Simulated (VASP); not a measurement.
# Be3CCl2: relaxation of cell and atoms with PBE

The system is Be3CCl2.

```
CELL_PARAMETERS angstrom
3.28901 0.00000 0.00000
-1.64450 2.84837 0.00000
0.00000 0.00000 8.04390
ATOMIC_POSITIONS crystal
Be 0.33333 0.66667 0.88712
Be 0.66667 0.33333 0.11288
Be 0.00000 0.00000 0.50000
C 0.00000 0.00000 0.00000
Cl 0.33333 0.66667 0.30644
Cl 0.66667 0.33333 0.69356
```

```json
{
 "Program": "VASP 6.6.1",
 "Task": "relaxation of cell and atoms",
 "Functional": "PBE",
 "Potentials or basis": "VASP PAW PBE potentials, release 64 (Be, C_h, Cl)",
 "Cutoff": "1300 eV",
 "k mesh": "6 × 6 × 2",
 "Occupations": "gaussian, width 0.1 eV",
 "Spin": "no spin polarisation",
 "Dipole correction": "no",
 "Further INCAR settings": "ALGO = Normal; EDIFF = 1e-07; IBRION = 2; EDIFFG = -0.04; NSW = 90; ISIF = 3"
}
```

```yaml
Relaxed_volume: 14.73 Å³/atom
Relaxed_cell: a = 3.102 Å, b = 3.102 Å, c = 10.603 Å, α = 90.00°, β = 90.00°, γ = 120.00°
Space_group_after_relaxing_to_0.1_Å: P-3m1 (No. 164)
Energy_gained_by_relaxing: 780.2 meV/atom
Ionic_steps: 18
Pressure_after_relaxing: 0.2 GPa
Largest_force_after_relaxing: 0.035 eV/Å
Band_gap_on_the_k_mesh: 2.19 eV (least direct gap 2.58 eV)
```

Forces on the atoms (eV/Å):
```
Be   0.000  0.000 -0.035
Be   0.000  0.000  0.035
Be   0.000  0.000  0.000
C    0.000  0.000  0.000
Cl   0.000  0.000  0.029
Cl   0.000  0.000 -0.029
```

The path:
| step | energy change (eV) | largest force (eV/Å) | pressure (GPa) | volume (Å³) |
| --- | --- | --- | --- | --- |
| 1 | 0.0000 | 3.6750 | -11.01 | 75.36 |
| 2 | -2.3769 | 3.1961 | -1.32 | 66.29 |
| 3 | -3.1060 | 1.5246 | 16.19 | 60.03 |
| 4 | -4.1153 | 0.1553 | 10.05 | 66.51 |
| 5 | -4.2642 | 0.6096 | 8.08 | 70.11 |
| 6 | -4.2720 | 0.7195 | 7.55 | 71.31 |
| 7 | -4.4396 | 0.7471 | -3.76 | 79.55 |
| 8 | -4.4609 | 0.4584 | -1.30 | 77.35 |
| 9 | -4.5536 | 0.5158 | -0.22 | 77.88 |
| 10 | -4.5807 | 0.5790 | 0.82 | 78.26 |
| 11 | -4.6212 | 0.1951 | 0.74 | 79.63 |
| 12 | -4.6270 | 0.2760 | 0.75 | 80.34 |
| 13 | -4.6458 | 0.1925 | 0.09 | 82.12 |
| 14 | -4.6618 | 0.0981 | -1.43 | 87.18 |
| 15 | -4.6703 | 0.1117 | -0.74 | 87.58 |
| 16 | -4.6736 | 0.2087 | 0.06 | 88.02 |
| 17 | -4.6764 | 0.1677 | 0.10 | 88.11 |
| 18 | -4.6812 | 0.0352 | 0.22 | 88.38 |

Final structure:
```
CELL_PARAMETERS angstrom
3.10234 0.00000 0.00000
-1.55117 2.68671 0.00000
0.00000 0.00000 10.60297
ATOMIC_POSITIONS crystal
Be 0.33333 0.66667 0.96022
Be 0.66667 0.33333 0.03978
Be 0.00000 0.00000 0.50000
C 0.00000 0.00000 0.00000
Cl 0.33333 0.66667 0.37846
Cl 0.66667 0.33333 0.62154
```

Levels at points of the mesh, in eV from the valence-band top:
```tsv
k point	band 10	band 11	band 12	band 13	band 14	band 15
(0.00, 0.00, 0.00)	-2.80	-0.10	-0.10	2.48	4.26	4.89
(0.50, 0.00, 0.00)	-3.35	-2.85	-0.53	2.19	3.25	4.50
(0.00, 0.00, 0.50)	-2.80	-0.10	-0.10	3.00	4.28	4.89
(0.50, 0.00, 0.50)	-3.35	-2.85	-0.52	2.36	3.02	4.65
```

It took 21 min on 1 thread of Intel(R) Xeon(R) Platinum 8175M CPU @ 2.50GHz (Skylake/Cascade Lake) (shared host), peak memory 0.47 GiB.

Caveat: the volume moved by over 15 % at a fixed basis, so the end points are rough. A k mesh can miss the band edges.
